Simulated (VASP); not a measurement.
# Si16O (a cell with a defect) in VASP: a series of runs, part 2 of 2

VASP 6.6.1.

### Step 3. Single point, PBE

File INCAR:

```
SYSTEM = Si16O
PREC = Accurate ; ENCUT = 520
EDIFF = 1E-7 ; ISMEAR = 0
SIGMA = 0.02 ; LREAL = Auto
LASPH = .True. ; NELM = 60
ALGO = Normal ; ISIF = 2
LWAVE = .False. ; LCHARG = .True.
GGA = PE ; LELF = .True.
LVHAR = .True. ; NBANDS = 49
```

File KPOINTS:

```
regular mesh
0
Gamma
  2 2 2
  0 0 0
```

File POSCAR:

```
Si16O
1.0
    0.0000000000      5.4700937548     -5.4700937548
    5.4700937548      5.4700937548      0.0000000000
    5.4700937548      0.0000000000     -5.4700937548
Si O
16 1
Direct
    0.1600936911      0.1309331306      0.1335376563
    0.1196619344      0.6280718675      0.1270197607
    0.6305357192      0.0850942453      0.1116592379
    0.6188553893      0.6021165537      0.1093580891
    0.1256372433      0.1239337990      0.6393679262
    0.1253069016      0.6272308399      0.6226949030
    0.6246931320      0.1254861490      0.6276108151
    0.6217056146      0.6237946099      0.6149110327
    0.2469012526      0.7555130104      0.2479802104
    0.2733407446      0.2561026488      0.2655545892
    0.7441516878      0.7150847271      0.2414890053
    0.7899570270      0.2448164620      0.2626763022
    0.2476594663      0.7497183200      0.7523288785
    0.2511981625      0.2531456611      0.7601093667
    0.7511597944      0.7493068097      0.7354596978
    0.7494777391      0.2502817248      0.7466649902
   -0.1927218339      0.0686018406      0.1865374792
```

Potentials or basis: VASP PAW PBE potentials, release 64 (Si, O).

Run with:

```sh
> cat potpaw_PBE.64/Si/POTCAR potpaw_PBE.64/O/POTCAR > POTCAR
> mpirun -np 1 vasp_std > vasp.out
```

OUTCAR:

```text
SYSTEM = Si16O
   PREC = Accurate
   ENCUT = 520
   EDIFF = 1E-7
   ISMEAR = 0
   LREAL = Auto
   LASPH = .True.
   NELM = 60
   ISIF = 2
   GGA = PE

 ion  position               nearest neighbor table
   1  0.160  0.131  0.134-  12 2.34  10 2.34  14 2.37   9 2.40
   2  0.120  0.628  0.127-  13 2.37  10 2.37   9 2.37  11 2.40
   3  0.631  0.085  0.112-  17 1.66  16 2.33  10 2.33  11 2.34  12 2.97
   4  0.619  0.602  0.109-  12 2.33  11 2.34   9 2.37  15 2.37
   5  0.126  0.124  0.639-  13 2.37  10 2.37  14 2.37  16 2.38
   6  0.125  0.627  0.623-  14 2.37  13 2.37  15 2.37   9 2.37
[... 623 lines left out ...]
  Total        4.7327073      5.2880627      4.7387686      2.4889948     -2.4732998     -3.1625209
  in kB       23.1635929     25.8817045     23.1932590     12.1820470    -12.1052298    -15.4785288
  external PRESSURE =      24.0795188 kB  Pullay stress =       0.0000000 kB

 VOLUME and BASIS-vectors are now :
 -----------------------------------------------------------------------------
  energy-cutoff  :      520.00
  volume of cell :      327.35
      direct lattice vectors                 reciprocal lattice vectors
     0.000000000  5.470093755 -5.470093755    -0.091406112  0.091406112 -0.091406112
     5.470093755  5.470093755  0.000000000     0.091406112  0.091406112  0.091406112
     5.470093755  0.000000000 -5.470093755     0.091406112 -0.091406112 -0.091406112

 POSITION                                       TOTAL-FORCE (eV/Angst)
 -----------------------------------------------------------------------------------
      1.44668      1.59194     -1.60619        -0.001318     -0.006055      0.002839
      4.13042      4.09017     -1.34937         0.003790     -0.003505      0.002483
      1.07626      3.91456     -4.05988        -0.018253     -0.028102      0.044626
      3.89183      6.67883     -3.98340        -0.000235      0.000497     -0.006146
      4.17533      1.36518     -4.18465         0.000231     -0.002847     -0.001957
      6.83721      4.11645     -4.09164        -0.002634      0.001084     -0.000756
[... 9 lines left out ...]
      5.45339      5.46878     -8.18404         0.002232     -0.005868     -0.001228
      1.39564      4.79115     -5.43626        -0.017787      0.001046     -0.019369
 -----------------------------------------------------------------------------------
    total drift:                               -0.004753      0.001521      0.005815

  FREE ENERGIE OF THE ION-ELECTRON SYSTEM (eV)
  ---------------------------------------------------
  free  energy   TOTEN  =       -92.8461481262 eV

  energy  without entropy=      -92.8461481262  energy(sigma->0) =      -92.84614813
```

OSZICAR:

```text
N       E                     dE             d eps       ncg     rms          rms(c)
DAV:   1     0.205184464813E+03    0.20518E+03   -0.27640E+04   784   0.119E+03
DAV:   2    -0.739838953079E+02   -0.27917E+03   -0.26409E+03   945   0.187E+02
DAV:   3    -0.955142936202E+02   -0.21530E+02   -0.21193E+02   975   0.487E+01
DAV:   4    -0.959746084060E+02   -0.46031E+00   -0.45931E+00   968   0.848E+00
DAV:   5    -0.959850489794E+02   -0.10441E-01   -0.10438E-01   976   0.121E+00    0.166E+01
DAV:   6    -0.930984574132E+02    0.28866E+01   -0.83759E+00  1104   0.149E+01    0.988E+00
DAV:   7    -0.929349288712E+02    0.16353E+00   -0.31088E+00   880   0.599E+00    0.424E+00
DAV:   8    -0.928695563260E+02    0.65373E-01   -0.88801E-01  1048   0.474E+00    0.145E+00
DAV:   9    -0.928354094245E+02    0.34147E-01   -0.30365E-01  1112   0.290E+00    0.346E-01
DAV:  10    -0.928474425673E+02   -0.12033E-01   -0.11464E-01   872   0.116E+00    0.478E-01
DAV:  11    -0.928452707802E+02    0.21718E-02   -0.17869E-02  1120   0.723E-01    0.110E-01
DAV:  12    -0.928460618785E+02   -0.79110E-03   -0.43816E-03   896   0.268E-01    0.471E-02
DAV:  13    -0.928461353880E+02   -0.73510E-04   -0.30773E-04   928   0.668E-02    0.236E-02
DAV:  14    -0.928461547316E+02   -0.19344E-04   -0.82571E-05  1096   0.404E-02    0.251E-02
DAV:  15    -0.928461478565E+02    0.68751E-05   -0.27970E-05  1152   0.271E-02    0.105E-02
DAV:  16    -0.928461486299E+02   -0.77346E-06   -0.70099E-06   920   0.915E-03    0.554E-03
DAV:  17    -0.928461481549E+02    0.47507E-06   -0.13941E-06   992   0.551E-03    0.189E-03
DAV:  18    -0.928461481262E+02    0.28699E-07   -0.73921E-07   880   0.321E-03
   1 F= -.92846148E+02 E0= -.92846148E+02  d E =-.912282E-24
```

Run time: 5.6 min. Hardware: 1 thread of Intel Xeon Platinum 8375C at 2.90GHz (Ice Lake), shared host; peak memory 0.49 GiB.

What came out:

```
Free energy            : -92.8461 eV
Pressure               : 2.4 GPa
Largest force          : 0.056 eV/Å
Band gap on the k mesh : 0.51 eV
```

Forces in eV/Å, atoms in the order of the input:
```
Si  -0.001 -0.006  0.003
Si   0.004 -0.004  0.002
Si  -0.018 -0.028  0.045
Si   0.000  0.000 -0.006
Si   0.000 -0.003 -0.002
Si  -0.003  0.001 -0.001
Si   0.001  0.003  0.000
Si  -0.001  0.000 -0.001
Si   0.002  0.003  0.000
Si  -0.006  0.001  0.005
Si  -0.002  0.001 -0.003
Si   0.039  0.030 -0.025
Si  -0.001  0.003  0.000
Si  -0.001  0.005  0.002
Si   0.002 -0.001  0.003
Si   0.002 -0.006 -0.001
O   -0.018  0.001 -0.019
```

Stress tensor (GPa, compression positive):
```
 2.32  1.22 -1.55
 1.22  2.59 -1.21
-1.55 -1.21  2.32
```

Caveat: the k points lie up to 0.50 Å⁻¹ apart.

### Step 4. Single point, PBE

File INCAR:

```
SYSTEM = Si16O
  ALGO = Normal
  EDIFF = 1E-6
  ENCUT = 520
  GGA = PE
  ISIF = 2
  ISMEAR = 0
  LASPH = .TRUE.
  LCHARG = .FALSE.
  LREAL = Auto
  LWAVE = .FALSE.
  NBANDS = 49
  NELM = 80
  PREC = Accurate
  SIGMA = 0.02
```

File KPOINTS:

```
k-points
0
G
  2 2 2
  0 0 0
```

File POSCAR:

```
Si16O
1.0
    0.0000000000      5.4700937548     -5.4700937548
    5.4700937548      5.4700937548      0.0000000000
    5.4700937548      0.0000000000     -5.4700937548
Si O
16 1
Direct
    0.1283349119      0.1255223458      0.1247183377
    0.1148906268      0.6238018310      0.1218543100
    0.6123236914      0.0850429665      0.1301836919
    0.6094454043      0.6016592489      0.1188973223
    0.1395402957      0.1238401992      0.6256932063
    0.1226711150      0.6273405272      0.6252816959
    0.6335109882      0.1308483057      0.6599152888
    0.6270197832      0.6280987409      0.6194870055
    0.2356320673      0.7493627502      0.2510661721
    0.2473891784      0.2503068615      0.2495138221
    0.7414623372      0.7149063024      0.2440668405
    0.7633408470      0.2444643657      0.2899056344
    0.2523050905      0.7496930919      0.7477691761
    0.2600889608      0.2532943789      0.7512054060
    0.7479802328      0.7553380591      0.7469281484
    0.7656419959      0.2561446956      0.7728833708
   -0.3115373477      0.0677217826      0.3063981305
```

Run with:

```sh
> cat potpaw_PBE.64/Si/POTCAR potpaw_PBE.64/O/POTCAR > POTCAR
> mpirun -np 1 vasp_std > vasp.out
```

Wall time 4 min (1 thread of Intel Xeon Platinum 8375C at 2.90GHz (Ice Lake), shared host); peak memory 0.49 GiB.

The run converged. Its results:

```yaml
Free_energy: -92.8461 eV
Pressure: 2.4 GPa
Largest_force: 0.058 eV/Å
Band_gap_on_the_k_mesh: 0.51 eV
```

Forces in eV/Å, atoms in the order of the input:
```
Si   0.004  0.000  0.001
Si  -0.003  0.001  0.001
Si  -0.031 -0.024  0.042
Si   0.000  0.005 -0.006
Si   0.000  0.001  0.002
Si  -0.001  0.000  0.001
Si  -0.004 -0.004 -0.004
Si  -0.002  0.001  0.001
Si   0.002 -0.002  0.001
Si  -0.004  0.001  0.000
Si   0.003  0.004 -0.001
Si   0.029  0.041 -0.018
Si   0.000 -0.002 -0.003
Si   0.002 -0.003  0.000
Si   0.005  0.003  0.003
Si   0.000 -0.006  0.000
O   -0.002 -0.017 -0.018
```

Stress tensor (GPa, compression positive):
```
 2.60  1.21 -1.22
 1.21  2.33 -1.55
-1.22 -1.55  2.32
```

Levels at points of the mesh, in eV from the valence-band top:
```csv
k point,band 31,band 32,band 33,band 34,band 35,band 36,band 37,band 38,band 39,band 40
"(0.00, 0.00, 0.00)",-0.96,-0.91,-0.31,-0.05,0.00,0.51,0.83,0.85,0.99,1.16
"(0.50, 0.00, 0.00)",-1.43,-1.20,-0.74,-0.62,-0.55,1.24,1.50,1.62,1.66,1.72
"(0.00, 0.50, 0.00)",-1.41,-1.20,-0.78,-0.60,-0.54,1.35,1.45,1.61,1.69,1.81
"(0.00, 0.00, 0.50)",-1.41,-1.20,-0.78,-0.60,-0.54,1.35,1.45,1.61,1.69,1.80
"(0.50, 0.50, 0.50)",-1.38,-0.72,-0.66,-0.62,-0.04,1.16,1.48,1.56,1.57,1.70
"(0.50, 0.50, 0.00)",-1.47,-1.41,-1.25,-1.18,-0.45,1.29,1.48,2.33,2.41,2.49
"(0.00, 0.50, 0.50)",-1.42,-1.35,-1.31,-1.02,-0.88,1.41,1.49,2.32,2.40,2.53
"(0.50, 0.00, 0.50)",-1.47,-1.41,-1.26,-1.18,-0.44,1.28,1.48,2.33,2.40,2.49
```

Caveat: the k points lie up to 0.50 Å⁻¹ apart.
